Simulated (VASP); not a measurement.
# RbBr (Pmm2) in VASP: further runs

RbBr is run at these levels: PBEsol; tasks: single point.

Everything below comes from runs of VASP 6.6.1. Logs are shortened: lines on timing, memory, paths and dates and some standing lists are left out, and cuts for length are marked.

## Step 1: The cell of the first run

Symmetry: Pmm2, No. 25, orthorhombic system. The conventional cell has a = 4.070 Å, b = 4.179 Å, c = 4.179 Å, α = 90.00°, β = 90.00°, γ = 90.00°. Within 4.4 Å of Rb (site symmetry mm2) lie 8 Br at 3.31 to 3.91 Å and 6 Rb at 4.07 to 4.18 Å. Br (site symmetry mm2) has 8 Rb at 3.31 to 3.91 Å and 6 Br at 4.07 to 4.18 Å within 4.4 Å.

## Step 2: Single point, PBEsol

The input, INCAR:

```
SYSTEM = RbBr
PREC = Accurate ; ENCUT = 520
EDIFF = 1E-7 ; ISMEAR = 0
SIGMA = 0.05 ; LREAL = .False.
LASPH = .True. ; NELM = 100
ALGO = Normal ; ISIF = 2
LWAVE = .False. ; LCHARG = .True.
GGA = PS ; LELF = .True.
LVHAR = .True. ; NBANDS = 15
```

The input, KPOINTS:

```
regular mesh
0
Gamma
  6 6 6
  0 0 0
```

The input, POSCAR:

```
RbBr
1.0
    4.1788423624      0.0000000000      0.0000000000
    0.0000000000      4.1788423624      0.0000000000
    0.0000000000      0.0000000000      4.0701688540
Rb Br
1 1
Direct
   -0.0595372219      0.0000000000      0.0000000000
    0.5636828616      0.5000000000      0.5000000000
```

Potentials or basis: VASP PAW PBE potentials, release 64 (Rb_sv, Br).

Run with:

```console
> cat potpaw_PBE.64/Rb_sv/POTCAR potpaw_PBE.64/Br/POTCAR > POTCAR
> mpirun -np 1 vasp_std > vasp.out
```

OUTCAR:

```text
SYSTEM = RbBr
   PREC = Accurate
   ENCUT = 520
   EDIFF = 1E-7
   ISMEAR = 0
   LREAL = .False.
   LASPH = .True.
   NELM = 100
   ISIF = 2
   GGA = PS

 ion  position               nearest neighbor table
   1  0.940  0.000  0.000-   2 3.31   2 3.31   2 3.31   2 3.31   2 3.91   2 3.91   2 3.91   2 3.91

   2  0.564  0.500  0.500-   1 3.31   1 3.31   1 3.31   1 3.31   1 3.91   1 3.91   1 3.91   1 3.91

  LATTYP: Found a simple tetragonal cell.
 ALAT       =     4.1788423624
 C/A-ratio  =     0.9739943508

  Lattice vectors:

 A1 = (   4.1788423624,   0.0000000000,   0.0000000000)
 A2 = (   0.0000000000,   4.1788423624,   0.0000000000)
 A3 = (   0.0000000000,   0.0000000000,   4.0701688540)

Analysis of symmetry for initial positions (statically):
=====================================================================
 Subroutine PRICEL returns:
 Original cell was already a primitive cell.

 Routine SETGRP: Setting up the symmetry group for a
 simple tetragonal supercell.

 Subroutine GETGRP returns: Found  4 space group operations
 (whereof  4 operations were pure point group operations)
 out of a pool of 16 trial point group operations.

The static configuration has the point symmetry C_2v.

Analysis of symmetry for dynamics (positions and initial velocities):
=====================================================================
 Subroutine PRICEL returns:
 Original cell was already a primitive cell.

 Routine SETGRP: Setting up the symmetry group for a
 simple tetragonal supercell.

 Subroutine GETGRP returns: Found  4 space group operations
 (whereof  4 operations were pure point group operations)
 out of a pool of 16 trial point group operations.

The dynamic configuration has the point symmetry C_2v.

 Subroutine INISYM returns: Found  4 space group operations
 (whereof  4 operations are pure point group operations),
 and found     1 'primitive' translations

----------------------------------------------------------------------------------------

                                     Primitive cell

  volume of cell :      71.0762

  direct lattice vectors                    reciprocal lattice vectors
     4.178842362  0.000000000  0.000000000     0.239300723  0.000000000  0.000000000
     0.000000000  4.178842362  0.000000000     0.000000000  0.239300723  0.000000000
     0.000000000  0.000000000  4.070168854     0.000000000  0.000000000  0.245690053

  length of vectors
     4.178842362  4.178842362  4.070168854     0.239300723  0.239300723  0.245690053

  position of ions in fractional coordinates (direct lattice)
     0.940462778  0.000000000  0.000000000
[... 85 lines left out ...]
   ISYM   =      2    0-nonsym 1-usesym 2-fastsym
   POTIM  = 0.5000    time-step for ionic-motion
   TEBEG  =    0.0;   TEEND  =   0.0 temperature during run
   PSTRESS=    0.0 pullay stress
   NELECT =      16.0000    total number of electrons
   NUPDOWN=      -1.0000    fix difference up-down
   EMIN   =  10.00;   EMAX   =-10.00  energy-range for DOS
   EFERMI =   0.00;   METHOD = LEGACY
   ISMEAR =     0;   SIGMA  =   0.05  broadening in eV -4-tet -1-fermi 0-gaus
   EFERMI_NEDOS =   21; number of points for ismear=-14 and -15
   IALGO  =     38    algorithm
   IMIX   =      4    mixing-type and parameters
     AMIX     =   0.40;   BMIX     =  1.00
     AMIX_MAG =   1.60;   BMIX_MAG =  1.00
  volume/ion in A,a.u.               =      35.54       239.82
  Fermi-wavevector in a.u.,A,eV,Ry     =   0.995879  1.881939 13.493925  0.991776
  Thomas-Fermi vector in A             =   2.127930
   LORBIT       =      0    0 simple, 1 ext, 2 COOP (PROOUT), +10 PAW based schemes
   GGA     = PS    functional components
   LHFCALC =     F    Hartree Fock is set to
   AEXX    =    0.0000 exact exchange contribution
   IVDW    =     0    specifies the selected vdW correction
   LEPSILON=     F    determine dielectric tensor
   LRPA    =     F    only Hartree local field effects (RPA)
 non-spin polarized calculation
 Gauss-broadening in eV      SIGMA  =   0.05
  energy-cutoff  :      520.00
  volume of cell :       71.08
 maximum number of plane-waves:      1940
   NGX = 15   NGY = 15   NGZ = 15

 number of electron      16.0000002 magnetization

 Free energy of the ion-electron system (eV)
  ---------------------------------------------------
  ext. energy  EPLUGINS =         0.00000000
  ---------------------------------------------------
  free energy    TOTEN  =        -6.20509872 eV

  energy without entropy =       -6.20509872  energy(sigma->0) =       -6.20509872

 E-fermi :  -0.6685     XC(G=0):  -8.0193

 val. band max:       -0.8884537981   @ k =   0.5000   0.5000   0.0000
 cond. band min:       3.0549096253   @ k =   0.0000   0.0000   0.0000
 fundamental gap:      3.9433634234
 Fermi energy:        -0.6684892956

 k-point     1 :       0.0000    0.0000    0.0000
  band No.  band energies     occupation
      1     -25.7954      2.00000
      2     -13.4999      2.00000
      3      -9.8160      2.00000
      4      -9.7933      2.00000
      5      -9.7907      2.00000
      6      -1.1447      2.00000
      7      -1.0696      2.00000
      8      -0.9393      2.00000
      9       3.0549      0.00000
     10       4.5970      0.00000
     11       5.1754      0.00000
     12       8.9424      0.00000
     13       9.1663      0.00000
     14       9.3864      0.00000
[... 401 lines left out ...]
      2     -13.4744      2.00000
      3      -9.8797      2.00000
      4      -9.8760      2.00000
      5      -9.7557      2.00000
      6      -1.6132      2.00000
      7      -1.3566      2.00000
      8      -1.2986      2.00000
      9       4.6083      0.00000
     10       5.7108      0.00000
     11       5.9325      0.00000
     12       7.9088      0.00000
     13       8.2298      0.00000
     14       9.0741      0.00000
     15      10.7185      0.00000

 [... further k-points ...]
[... 5 lines left out ...]
  --------------------------------------------------------------------------------------
  -------------------------------------------------------------------------------------
  Total       -0.0110676      0.1941907      0.4962264      0.0000000      0.0000000      0.0000000
  in kB       -0.2494812      4.3773840     11.1857748      0.0000000      0.0000000      0.0000000
  external PRESSURE =       5.1045592 kB  Pullay stress =       0.0000000 kB

 VOLUME and BASIS-vectors are now :
 -----------------------------------------------------------------------------
  energy-cutoff  :      520.00
  volume of cell :       71.08
      direct lattice vectors                 reciprocal lattice vectors
     4.178842362  0.000000000  0.000000000     0.239300723  0.000000000  0.000000000
     0.000000000  4.178842362  0.000000000     0.000000000  0.239300723  0.000000000
     0.000000000  0.000000000  4.070168854     0.000000000  0.000000000  0.245690053

 POSITION                                       TOTAL-FORCE (eV/Angst)
 -----------------------------------------------------------------------------------
      3.93005      0.00000      0.00000         0.347463      0.000000      0.000000
      2.35554      2.08942      2.03508        -0.347463      0.000000      0.000000
 -----------------------------------------------------------------------------------
    total drift:                               -0.000122      0.000000      0.000000

  FREE ENERGIE OF THE ION-ELECTRON SYSTEM (eV)
  ---------------------------------------------------
  free  energy   TOTEN  =        -6.2050987151 eV

  energy  without entropy=       -6.2050987151  energy(sigma->0) =       -6.20509872
```

OSZICAR:

```text
N       E                     dE             d eps       ncg     rms          rms(c)
DAV:   1     0.768999824153E+02    0.76900E+02   -0.67337E+03  1920   0.921E+02
DAV:   2    -0.124234588386E+01   -0.78142E+02   -0.72518E+02  2667   0.168E+02
DAV:   3    -0.629952447021E+01   -0.50572E+01   -0.50361E+01  2774   0.428E+01
DAV:   4    -0.643829186916E+01   -0.13877E+00   -0.13876E+00  2662   0.588E+00
DAV:   5    -0.643944451818E+01   -0.11526E-02   -0.11526E-02  2814   0.512E-01    0.292E+00
DAV:   6    -0.623437657753E+01    0.20507E+00   -0.18722E-01  2515   0.239E+00    0.196E+00
DAV:   7    -0.620199252606E+01    0.32384E-01   -0.10621E-01  2515   0.185E+00    0.929E-01
DAV:   8    -0.620496244361E+01   -0.29699E-02   -0.12622E-02  2384   0.663E-01    0.112E-01
DAV:   9    -0.620494649331E+01    0.15950E-04   -0.74895E-04  2641   0.152E-01    0.558E-02
DAV:  10    -0.620509148415E+01   -0.14499E-03   -0.20950E-04  2229   0.923E-02    0.101E-02
DAV:  11    -0.620509660373E+01   -0.51196E-05   -0.99065E-06  2792   0.202E-02    0.681E-03
DAV:  12    -0.620509847057E+01   -0.18668E-05   -0.25513E-06  2291   0.110E-02    0.166E-03
DAV:  13    -0.620509869589E+01   -0.22533E-06   -0.34676E-07  2690   0.354E-03    0.597E-04
DAV:  14    -0.620509871511E+01   -0.19212E-07   -0.27473E-08  1786   0.126E-03
   1 F= -.62050987E+01 E0= -.62050987E+01  d E =-.532913E-12
```

Run time: 20 s. Hardware: 1 thread of Intel Xeon 6975P-C (Granite Rapids), shared host; peak memory 0.21 GiB.

Results:

```yaml
Free_energy: -6.2051 eV
Pressure: 0.5 GPa
Largest_force: 0.347 eV/Å
Band_gap_on_the_k_mesh: 3.94 eV, indirect (least direct gap 3.99 eV)
```

Forces on the atoms (eV/Å):
```
Rb   0.347  0.000  0.000
Br  -0.347  0.000  0.000
```

Stress tensor (GPa, compression positive):
```
-0.02  0.00  0.00
 0.00  0.44  0.00
 0.00  0.00  1.12
```

Caveat: the PAW data sets were made with another functional, which shifts forces and pressure a little. As with any semilocal functional, this PBEsol gap is likely too small.

[end of part 1 of 2]
